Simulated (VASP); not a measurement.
# BaH2 (P6_3/mmc) in VASP: further runs

BaH2 is run at these levels: PBEsol; tasks: single point.

Everything below comes from runs of VASP 6.6.1. Logs are shortened: lines on timing, memory, paths and dates and some standing lists are left out, and cuts for length are marked.

### 1 The cell of the first run

It takes space group P6_3/mmc (No. 194, hexagonal). Conventional cell: a = 4.354 Å, b = 4.354 Å, c = 5.703 Å, α = 90.00°, β = 90.00°, γ = 120.00°. Ba (site symmetry -6m2) has 11 H at 2.51 to 2.89 Å within 3.3 Å. Within 3.3 Å of H (site symmetry -6m2) lie 5 Ba at 2.51 to 2.85 Å and 6 H at 2.89 Å. Within 3.8 Å of H (site symmetry -3m) lie 8 H at 2.85 to 2.89 Å and 6 Ba at 2.89 Å.

### 2 Single point, PBEsol (15.60 Å³/atom)

Input file INCAR:

```
SYSTEM = BaH2
ALGO = Normal ; EDIFF = 1E-7
ENCUT = 520 ; GGA = PS
ISIF = 2 ; ISMEAR = 0
LASPH = .True. ; LCHARG = .False.
LREAL = .False. ; LWAVE = .False.
NBANDS = 21 ; NELM = 100
PREC = Accurate ; SIGMA = 0.02
```

Input file KPOINTS:

```
k-points
0
Gamma
  6 6 6
  0 0 0
```

Input file POSCAR:

```
BaH2
1.0
    4.3536384616      0.0000000000      0.0000000000
   -2.1768192308      3.7703615067      0.0000000000
    0.0000000000      0.0000000000      5.7025727174
Ba H
2 4
Direct
    0.6666666667      0.3333333333      0.7500000000
    0.3333333333      0.6666666667      0.2500000000
    0.3333333333      0.6666666667      0.7500000000
    0.6666666667      0.3333333333      0.2500000000
    0.0000000000      0.0000000000      0.5000000000
    0.0000000000      0.0000000000      0.0000000000
```

Potentials or basis: VASP PAW PBE potentials, release 64 (Ba_sv, H).

Run with:

```sh
$ cat potpaw_PBE.64/Ba_sv/POTCAR potpaw_PBE.64/H/POTCAR > POTCAR
$ mpirun -np 1 vasp_std > vasp.out
```

OUTCAR:

```text
SYSTEM = BaH2
   EDIFF = 1E-7
   ENCUT = 520
   GGA = PS
   ISIF = 2
   ISMEAR = 0
   LASPH = .True.
   LREAL = .False.
   NELM = 100
   PREC = Accurate

 ion  position               nearest neighbor table
   1  0.667  0.333  0.750-   3 2.51   3 2.51   3 2.51   2 3.80   2 3.80   2 3.80   2 3.80   2 3.80
                             2 3.80
   2  0.333  0.667  0.250-   4 2.51   4 2.51   4 2.51   1 3.80   1 3.80   1 3.80   1 3.80   1 3.80
                             1 3.80
   3  0.333  0.667  0.750-   1 2.51   1 2.51   1 2.51
   4  0.667  0.333  0.250-   2 2.51   2 2.51   2 2.51
   5  0.000  0.000  0.500-
   6  0.000  0.000  0.000-

  LATTYP: Found a hexagonal cell.
 ALAT       =     4.3536384616
 C/A-ratio  =     1.3098406695

  Lattice vectors:

 A1 = (   4.3536384616,   0.0000000000,   0.0000000000)
 A2 = (  -2.1768192308,   3.7703615067,   0.0000000000)
 A3 = (   0.0000000000,   0.0000000000,   5.7025727174)

Analysis of symmetry for initial positions (statically):
=====================================================================
 Subroutine PRICEL returns:
 Original cell was already a primitive cell.

 Routine SETGRP: Setting up the symmetry group for a
 hexagonal supercell.

 Subroutine GETGRP returns: Found 24 space group operations
 (whereof 12 operations were pure point group operations)
 out of a pool of 24 trial point group operations.

The static configuration has the point symmetry D_3d.
 The point group associated with its full space group is D_6h.

Analysis of symmetry for dynamics (positions and initial velocities):
=====================================================================
 Subroutine PRICEL returns:
 Original cell was already a primitive cell.

 Routine SETGRP: Setting up the symmetry group for a
 hexagonal supercell.

 Subroutine GETGRP returns: Found 24 space group operations
 (whereof 12 operations were pure point group operations)
 out of a pool of 24 trial point group operations.

The dynamic configuration has the point symmetry D_3d.
 The point group associated with its full space group is D_6h.

 Subroutine INISYM returns: Found 24 space group operations
 (whereof 12 operations are pure point group operations),
 and found     1 'primitive' translations

----------------------------------------------------------------------------------------

                                     Primitive cell

  volume of cell :      93.6065

  direct lattice vectors                    reciprocal lattice vectors
     4.353638462  0.000000000  0.000000000     0.229692936  0.132613278  0.000000000
    -2.176819231  3.770361507  0.000000000     0.000000000  0.265226557  0.000000000
     0.000000000  0.000000000  5.702572717     0.000000000  0.000000000  0.175359447

  length of vectors
     4.353638462  4.353638462  5.702572717     0.265226557  0.265226557  0.175359447

  position of ions in fractional coordinates (direct lattice)
     0.666666667  0.333333333  0.750000000
     0.333333333  0.666666667  0.250000000
     0.333333333  0.666666667  0.750000000
     0.666666667  0.333333333  0.250000000
     0.000000000  0.000000000  0.500000000
     0.000000000  0.000000000  0.000000000

  ion indices of the primitive-cell ions
   primitive index   ion index
                 1           1
                 2           2
                 3           3
                 4           4
                 5           5
                 6           6

----------------------------------------------------------------------------------------

 KPOINTS: k-points

Automatic generation of k-mesh.
 Grid dimensions read from file:
 generate k-points for:    6    6    6

 Generating k-lattice:

  Cartesian coordinates                     Fractional coordinates (reciprocal lattice)
     0.038282156  0.022102213  0.000000000     0.166666667  0.000000000  0.000000000
     0.000000000  0.044204426  0.000000000     0.000000000  0.166666667  0.000000000
     0.000000000  0.000000000  0.029226575     0.000000000  0.000000000  0.166666667

  Length of vectors
     0.044204426  0.044204426  0.029226575

  Shift w.r.t. Gamma in fractional coordinates (k-lattice)
     0.000000000  0.000000000  0.000000000

 Subroutine IBZKPT returns following result:
 ===========================================

 Found     28 irreducible k-points:

 Following reciprocal coordinates:
            Coordinates               Weight
  0.000000  0.000000  0.000000      1.000000
  0.166667  0.000000  0.000000      6.000000
  0.333333  0.000000  0.000000      6.000000
  0.500000 -0.000000  0.000000      3.000000
  0.166667  0.166667  0.000000      6.000000
  0.333333  0.166667  0.000000     12.000000
[... 16 lines left out ...]
  0.166667  0.000000  0.500000      6.000000
  0.333333  0.000000  0.500000      6.000000
 [... further k-points ...]
   k-points           NKPTS =     28   k-points in BZ     NKDIM =     28   number of bands    NBANDS=     21
   number of dos      NEDOS =    301   number of ions     NIONS =      6
   total plane-waves  NPLWV =  43008
   dimension x,y,z NGX =    32 NGY =   32 NGZ =   42
   dimension x,y,z NGXF=    64 NGYF=   64 NGZF=   84
   ions per type =               2   4
   NGX,Y,Z   is equivalent  to a cutoff of  12.22, 12.22, 12.24 a.u.
   NGXF,Y,Z  is equivalent  to a cutoff of  24.44, 24.44, 24.49 a.u.
 SYSTEM =  BaH2
   PREC   = accura    normal or accurate (medium, high low for compatibility)
   ISTART =      0    job   : 0-new  1-cont  2-samecut
   ICHARG =      2    charge: 1-file 2-atom 10-const
   ISPIN  =      1    spin polarized calculation?
   LNONCOLLINEAR =      F non collinear calculations
   LSORBIT =      F    spin-orbit coupling
   LASPH  =      T    aspherical Exc in radial PAW
   ENCUT  =  520.0 eV  38.22 Ry    6.18 a.u.   8.09  8.09 10.60*2*pi/ulx,y,z
   NELM   =    100;   NELMIN=  2; NELMDL= -5     # of ELM steps
   EDIFF  = 0.1E-06   stopping-criterion for ELM
   LREAL  =      F    real-space projection
   EDIFFG = 0.1E-05   stopping-criterion for IOM
   NSW    =      0    number of steps for IOM
   IBRION =     -1    ionic relax: 0-MD 1-quasi-New 2-CG
   NFREE  =      0    steps in history (QN), initial steepest desc. (CG)
   ISIF   =      2    stress and relaxation
   ISYM   =      2    0-nonsym 1-usesym 2-fastsym
   POTIM  = 0.5000    time-step for ionic-motion
   TEBEG  =    0.0;   TEEND  =   0.0 temperature during run
   PSTRESS=    0.0 pullay stress
   NELECT =      24.0000    total number of electrons
   NUPDOWN=      -1.0000    fix difference up-down
   EMIN   =  10.00;   EMAX   =-10.00  energy-range for DOS
   EFERMI =   0.00;   METHOD = LEGACY
   ISMEAR =     0;   SIGMA  =   0.02  broadening in eV -4-tet -1-fermi 0-gaus
   EFERMI_NEDOS =   21; number of points for ismear=-14 and -15
   IALGO  =     38    algorithm
   IMIX   =      4    mixing-type and parameters
     AMIX     =   0.40;   BMIX     =  1.00
     AMIX_MAG =   1.60;   BMIX_MAG =  1.00
  volume/ion in A,a.u.               =      15.60       105.28
  Fermi-wavevector in a.u.,A,eV,Ry     =   1.040024  1.965360 14.716729  1.081649
  Thomas-Fermi vector in A             =   2.174580
   LORBIT       =      0    0 simple, 1 ext, 2 COOP (PROOUT), +10 PAW based schemes
   GGA     = PS    functional components
   LHFCALC =     F    Hartree Fock is set to
   AEXX    =    0.0000 exact exchange contribution
   IVDW    =     0    specifies the selected vdW correction
   LEPSILON=     F    determine dielectric tensor
   LRPA    =     F    only Hartree local field effects (RPA)
 non-spin polarized calculation
 Gauss-broadening in eV      SIGMA  =   0.02
  energy-cutoff  :      520.00
  volume of cell :       93.61
 maximum number of plane-waves:      2530
   NGX = 17   NGY = 17   NGZ = 21

 number of electron      23.9999997 magnetization

 Free energy of the ion-electron system (eV)
  ---------------------------------------------------
  ext. energy  EPLUGINS =         0.00000000
  ---------------------------------------------------
  free energy    TOTEN  =       -20.43492321 eV

  energy without entropy =      -20.43492321  energy(sigma->0) =      -20.43492321

 E-fermi :   1.6250     XC(G=0):  -9.2765

 val. band max:        1.4760651933   @ k =   0.0000   0.0000   0.1667
 cond. band min:       3.0537770131   @ k =   0.3333   0.3333   0.5000
 fundamental gap:      1.5777118199
 Fermi energy:         1.6249979260

 k-point     1 :       0.0000    0.0000    0.0000
  band No.  band energies     occupation
      1     -25.4496      2.00000
      2     -25.1525      2.00000
      3     -11.4991      2.00000
      4     -10.4622      2.00000
      5     -10.4622      2.00000
      6     -10.0818      2.00000
[... 13 lines left out ...]
     20       7.4726      0.00000
     21       7.4726      0.00000

 k-point     2 :       0.1667    0.0000    0.0000
  band No.  band energies     occupation
      1     -25.4209      2.00000
      2     -25.1586      2.00000
      3     -11.3989      2.00000
      4     -10.6312      2.00000
      5     -10.5291      2.00000
      6     -10.2814      2.00000
[... 13 lines left out ...]
     20       8.2479      0.00000
     21       8.6927      0.00000

 k-point     3 :       0.3333    0.0000    0.0000
  band No.  band energies     occupation
      1     -25.3527      2.00000
      2     -25.1812      2.00000
      3     -11.1416      2.00000
      4     -10.9820      2.00000
      5     -10.6451      2.00000
      6     -10.5894      2.00000
[... 13 lines left out ...]
     20       8.6058      0.00000
     21       9.5245      0.00000
[... 457 lines left out ...]
 k-point    23 :       0.1667    0.0000    0.5000
  band No.  band energies     occupation
      1     -25.2916      2.00000
      2     -25.2916      2.00000
      3     -10.9996      2.00000
      4     -10.9996      2.00000
      5     -10.3077      2.00000
      6     -10.3077      2.00000
[... 13 lines left out ...]
     20       7.9627      0.00000
     21       8.5832      0.00000

 k-point    24 :       0.3333    0.0000    0.5000
  band No.  band energies     occupation
      1     -25.2669      2.00000
      2     -25.2669      2.00000
      3     -11.2894      2.00000
      4     -11.2894      2.00000
      5     -10.3715      2.00000
      6     -10.3715      2.00000
[... 13 lines left out ...]
     20       7.8395      0.00000
     21       9.1754      0.00000

 [... further k-points ...]

------------------------ aborting loop because EDIFF is reached ----------------------------------------

  FORCE on cell =-STRESS in cart. coord.  units (eV):
  Direction    XX          YY          ZZ          XY          YZ          ZX
  --------------------------------------------------------------------------------------
  -------------------------------------------------------------------------------------
  Total        1.1576554      1.1576554      1.1510089      0.0000000      0.0000000     -0.0000000
  in kB       19.8145263     19.8145263     19.7007651      0.0000000      0.0000000     -0.0000000
  external PRESSURE =      19.7766059 kB  Pullay stress =       0.0000000 kB

 VOLUME and BASIS-vectors are now :
 -----------------------------------------------------------------------------
  energy-cutoff  :      520.00
  volume of cell :       93.61
      direct lattice vectors                 reciprocal lattice vectors
     4.353638462  0.000000000  0.000000000     0.229692936  0.132613278  0.000000000
    -2.176819231  3.770361507  0.000000000     0.000000000  0.265226557  0.000000000
     0.000000000  0.000000000  5.702572717     0.000000000  0.000000000  0.175359447

 POSITION                                       TOTAL-FORCE (eV/Angst)
 -----------------------------------------------------------------------------------
      2.17682      1.25679      4.27693         0.000000      0.000000      0.000000
     -0.00000      2.51357      1.42564         0.000000     -0.000000      0.000000
     -0.00000      2.51357      4.27693        -0.000000     -0.000000      0.000000
      2.17682      1.25679      1.42564        -0.000000      0.000000      0.000000
      0.00000      0.00000      2.85129        -0.000000     -0.000000      0.000000
      0.00000      0.00000      0.00000        -0.000000     -0.000000      0.000000
 -----------------------------------------------------------------------------------
    total drift:                                0.000000     -0.000000      0.000000

  FREE ENERGIE OF THE ION-ELECTRON SYSTEM (eV)
  ---------------------------------------------------
  free  energy   TOTEN  =       -20.4349232078 eV

  energy  without entropy=      -20.4349232078  energy(sigma->0) =      -20.43492321
```

Wall time 85 s (1 thread of Intel Xeon Platinum 8375C at 2.90GHz (Ice Lake), shared host); peak memory 0.21 GiB.

What came out:

```yaml
Free_energy: -20.4349 eV
Pressure: 2.0 GPa
Band_gap_on_the_k_mesh: 1.58 eV (least direct gap 2.39 eV)
```

Caveat: the PAW data sets were made with another functional, which shifts forces and pressure a little; spin-orbit coupling is left out, which moves the levels of the heavy elements.

### 3 Single point, PBEsol

This run uses another cell than the first one, of 16.08 Å³/atom.

Input file INCAR:

```
PREC = Accurate ; ENCUT = 520
EDIFF = 1E-6 ; ISMEAR = 0
SIGMA = 0.02 ; LREAL = F
LASPH = T ; NELM = 100
ALGO = Normal ; ISIF = 2
LWAVE = F ; LCHARG = T
GGA = PS ; LELF = T
LVHAR = T ; NBANDS = 21
```

Input file KPOINTS:

```
Automatic mesh
0
Gamma
  6 6 6
```

POSCAR, as its differences from that of step 2:

```diff
@@ -2,5 +2,5 @@
 1.0
-    4.3536384616      0.0000000000      0.0000000000
-   -2.1768192308      3.7703615067      0.0000000000
-    0.0000000000      0.0000000000      5.7025727174
+    4.3846172411      0.0000000000      0.0000000000
+   -2.1923086206      3.7971899167      0.0000000000
+    0.0000000000      0.0000000000      5.7961610691
 Ba H
```

Potentials or basis: VASP PAW PBE potentials, release 64 (Ba_sv, H).

Run with:

```sh
$ cat potpaw_PBE.64/Ba_sv/POTCAR potpaw_PBE.64/H/POTCAR > POTCAR
$ mpirun -np 1 vasp_std > vasp.out
```

Run time: 1.8 min. Hardware: 1 thread of Intel Xeon Platinum 8375C at 2.90GHz (Ice Lake), shared host; peak memory 0.24 GiB.

Results (log left out):

```
Free energy            : -20.4605 eV
Pressure               : 0.8 GPa
Band gap on the k mesh : 1.53 eV (least direct gap 2.44 eV)
```

Levels at points of the mesh, in eV from the valence-band top:
```csv
k point,band 10,band 11,band 12,band 13,band 14,band 15
"(0.00, 0.00, 0.00)",-3.19,-0.31,-0.01,2.68,2.68,3.73
"(0.50, 0.00, 0.00)",-2.30,-1.61,-1.61,2.44,3.98,4.20
"(0.00, 0.00, 0.50)",-3.30,-0.43,-0.43,2.47,2.47,2.47
"(0.50, 0.00, 0.50)",-2.43,-1.24,-1.24,2.43,2.43,3.97
```

Caveat: the PAW data sets were made with another functional, which shifts forces and pressure a little; spin-orbit coupling is left out, which moves the levels of the heavy elements.

### 4 Single point, PBEsol

This run uses another cell than the first one, of 16.08 Å³/atom.

Input file INCAR:

```
SYSTEM = BaH2
ALGO = Normal
EDIFF = 1E-7
ENCUT = 520
GGA = PS
ISIF = 2
ISMEAR = 0
LASPH = .True.
LCHARG = .True.
LELF = .True.
LREAL = .False.
LVHAR = .True.
LWAVE = .False.
NBANDS = 21
NELM = 60
PREC = Accurate
SIGMA = 0.02
```

Input file KPOINTS:

```
k-points
0
Gamma
  6 6 6
  0 0 0
```

POSCAR is that of step 3.

Run with:

```sh
$ cat potpaw_PBE.64/Ba_sv/POTCAR potpaw_PBE.64/H/POTCAR > POTCAR
$ mpirun -np 1 vasp_std > vasp.out
```

Wall time 100 s (1 thread of Intel Xeon Platinum 8375C at 2.90GHz (Ice Lake), shared host); peak memory 0.24 GiB.

It converged, with:

```yaml
Free_energy: -20.4605 eV
Pressure: 0.8 GPa
Band_gap_on_the_k_mesh: 1.53 eV (least direct gap 2.44 eV)
```

Levels at points of the mesh, in eV from the valence-band top:
```csv
k point,band 8,band 9,band 10,band 11,band 12,band 13,band 14,band 15,band 16,band 17
"(0.00, 0.00, 0.00)",-11.55,-4.50,-3.19,-0.31,-0.01,2.68,2.68,3.73,3.73,3.87
"(0.50, 0.00, 0.00)",-11.66,-2.81,-2.30,-1.61,-1.61,2.44,3.98,4.20,5.47,6.00
"(0.00, 0.00, 0.50)",-11.83,-3.30,-3.30,-0.43,-0.43,2.47,2.47,2.47,2.47,4.16
"(0.50, 0.00, 0.50)",-11.75,-2.43,-2.43,-1.24,-1.24,2.43,2.43,3.97,3.97,6.34
```

Caveat: the PAW data sets were made with another functional, which shifts forces and pressure a little; spin-orbit coupling is left out, which moves the levels of the heavy elements. A k mesh can miss the band edges.
